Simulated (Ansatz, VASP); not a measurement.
NaCl in VASP and in Ansatz

```
CELL_PARAMETERS angstrom
2.88832 0.00000 0.00000
0.00000 2.88832 0.00000
0.00000 0.00000 2.88832
ATOMIC_POSITIONS crystal
Na 0.00000 0.00000 0.00000
Cl 0.50000 0.50000 0.50000
```

Change from the starting cell: volume scaled by 1.03, PAW files.

Alike in both runs: task electric field gradients; functional PBEsol; k mesh 8 × 8 × 8; occupations fermi-dirac, width 0.02 eV; no spin polarisation.

|  | VASP | Ansatz |
| --- | --- | --- |
| version | VASP 6.6.1 | Ansatz 0.2.0 |
| potentials or method | VASP PAW PBE potentials, release 64 (Na_pv, Cl) | PAW with Ansatz's default frozen-core files, scalar-relativistic |
| plane-wave cutoff (eV) | 400 | 420 |
| valence electrons in the cell | 14 | 16 |

|  | VASP | Ansatz | Ansatz less VASP |
| --- | --- | --- | --- |
| gap on the k mesh at the Fermi level (eV) | 4.32 | 4.27 | -0.050 |
| pressure (GPa) | 52.8 | 52.6 | -0.22 |

VASP's potentials were made for PBE, not for PBEsol. Both programs put the cell under a high pressure, so it lies far from rest at this level. With one functional, cell and mesh, what is left measures potentials, basis and numerics. VASP's potentials hold 14 valence electrons a cell and Ansatz's 16, so a difference there can come from the potentials and not from the codes.
